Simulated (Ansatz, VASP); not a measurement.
## Two plane-wave programs on B

```
B
1.0
     2.44938    1.41415    4.17137
    -2.44938    1.41415    4.17137
     0.00000   -2.82830    4.17137
B
12
Direct
  0.00987 0.65441 0.00987
  0.00987 0.00987 0.65441
  0.65441 0.00987 0.00987
  0.34559 0.99013 0.99013
  0.99013 0.34559 0.99013
  0.99013 0.99013 0.34559
  0.22051 0.63174 0.22051
  0.22051 0.22051 0.63174
  0.63174 0.22051 0.22051
  0.36826 0.77949 0.77949
  0.77949 0.36826 0.77949
  0.77949 0.77949 0.36826
```

Alike in both runs: functional r2SCAN; k mesh 9 × 9 × 9; occupations gaussian, width 0.02 eV; no spin polarisation.

Ansatz relaxed the structure, and its values are those at the end. VASP's run is a single point on that final structure, the one shown.

|  | VASP | Ansatz |
| --- | --- | --- |
| version | VASP 6.6.1 | Ansatz 0.2.0 |
| potentials or method | VASP PAW PBE potentials, release 64 (B), cutoff 550 eV | scalar-relativistic, plane waves, PAW |
| valence electrons in the cell | 36 | 36 |

|  | VASP | Ansatz | Ansatz less VASP |
| --- | --- | --- | --- |
| gap on the k mesh at the Fermi level (eV) | 1.63 | 1.63 | -0.002 |
| least direct gap on the mesh (eV) | 2.04 | 2.04 | 0.000 |
| pressure (GPa) | 0.2 | 0.0 | -0.20 |
| rms of the force components (eV/Å) | 0.010 | 0.002 | -0.0079 |

VASP's potentials were made for PBE, not for r2SCAN. With one functional, cell and mesh, what is left measures potentials, basis and numerics.
